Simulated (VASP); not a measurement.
Here is a VASP 6.6.1 calculation.

File INCAR:

```
SYSTEM = NaF
PREC = Accurate
ENCUT = 520
EDIFF = 1E-6
ISMEAR = 0
SIGMA = 0.01
LREAL = Auto
LASPH = .True.
NELM = 100
ALGO = Normal
ISIF = 2
LWAVE = .False.
LCHARG = .True.
GGA = PE
LELF = .True.
LVHAR = .True.
NBANDS = 134
```

KPOINTS

```
Automatic mesh
0
Gamma
  2 2 2
  0.5 0.5 0.5
```

Contents of POSCAR:

```
NaF
1.0
   -4.6999823628      4.6999823628      4.6999823628
    4.6999823628     -4.6999823628      4.6999823628
    4.6999823628      4.6999823628     -4.6999823628
Na F
16 16
Direct
    0.0000000000      0.2500000000      0.7500000000
    0.0000000000      0.5000000000      0.5000000000
    0.0000000000      0.7500000000      0.2500000000
    0.2500000000      0.0000000000      0.7500000000
    0.0000000000      0.0000000000      0.0000000000
    0.2500000000      0.2500000000      0.5000000000
    0.2500000000      0.5000000000      0.2500000000
    0.5000000000      0.7500000000      0.7500000000
    0.2500000000      0.7500000000      0.0000000000
    0.5000000000      0.0000000000      0.5000000000
    0.5000000000      0.2500000000      0.2500000000
    0.7500000000      0.5000000000      0.7500000000
    0.5000000000      0.5000000000      0.0000000000
    0.7500000000      0.7500000000      0.5000000000
    0.7500000000      0.0000000000      0.2500000000
    0.7500000000      0.2500000000      0.0000000000
    0.5000000000      0.7500000000      0.2500000000
    0.5000000000      0.0000000000      0.0000000000
    0.5000000000      0.2500000000      0.7500000000
    0.7500000000      0.5000000000      0.2500000000
    0.5000000000      0.5000000000      0.5000000000
    0.7500000000      0.7500000000      0.0000000000
    0.7500000000      0.0000000000      0.7500000000
    0.0000000000      0.2500000000      0.2500000000
    0.7500000000      0.2500000000      0.5000000000
    0.0000000000      0.5000000000      0.0000000000
    0.0000000000      0.7500000000      0.7500000000
    0.2500000000      0.0000000000      0.2500000000
    0.0000000000      0.0000000000      0.5000000000
    0.2500000000      0.2500000000      0.0000000000
    0.2500000000      0.5000000000      0.7500000000
    0.2500000000      0.7500000000      0.5000000000
```

Potentials or basis: VASP PAW PBE potentials, release 64 (Na_pv, F).

Launch:

```bash
$ cat potpaw_PBE.64/Na_pv/POTCAR potpaw_PBE.64/F/POTCAR > POTCAR
$ mpirun -np 1 vasp_std > vasp.out
```

Task: What does it give for the pressure?

Result: -0.1 GPa.

Task: Estimate the band gap on the k mesh.

Result: 6.83 eV.

Caveat: a shifted mesh leaves out Γ, where band edges can lie. A k mesh can miss the band edges.
